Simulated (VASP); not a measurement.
Wanted: the native input for a VASP 6.6.1 run.

- Task: single point
- Functional: PBE
- Potentials or basis: VASP PAW PBE potentials, release 64 (Ca_sv, O)
- Cutoff: 520 eV
- k mesh: 8 × 8 × 8
- Occupations: gaussian, width 0.02 eV
- Spin: no spin polarisation
- Dipole correction: no
- Further INCAR settings: ALGO = Normal; EDIFF = 1e-06; NBANDS = 15

The structure of CaO lies in POSCAR:

```
CaO
1.0
    0.0000000000      2.3407385425      2.3407385425
    2.3407385425      0.0000000000      2.3407385425
    2.3407385425      2.3407385425      0.0000000000
Ca O
1 1
Direct
    0.0000000000      0.0000000000      0.0000000000
    0.5000000000      0.5000000000      0.5000000000
```

This cell differs from its parent crystal: volume scaled by 0.91.

These files were run (other wordings do the same):

INCAR

```
  PREC = Accurate
  ENCUT = 520
  EDIFF = 1E-6
  ISMEAR = 0
  SIGMA = 0.02
  LREAL = F
  LASPH = T
  NELM = 60
  ALGO = Normal
  ISIF = 2
  LWAVE = F
  LCHARG = F
  GGA = PE
  NBANDS = 15
```

KPOINTS

```
regular mesh
0
Gamma
  8 8 8
```

Potentials or basis: VASP PAW PBE potentials, release 64 (Ca_sv, O).

The run is started by

```bash
$ cat potpaw_PBE.64/Ca_sv/POTCAR potpaw_PBE.64/O/POTCAR > POTCAR
$ mpirun -np 1 vasp_std > vasp.out
```

Results of the run:

- Pressure: 13.0 GPa
- Band gap on the k mesh: 3.60 eV, indirect (least direct gap 3.95 eV)

It took 13 s on 1 thread of Intel(R) Xeon(R) Platinum 8259CL CPU @ 2.50GHz (Skylake/Cascade Lake), on a shared host, peak memory 0.16 GiB.
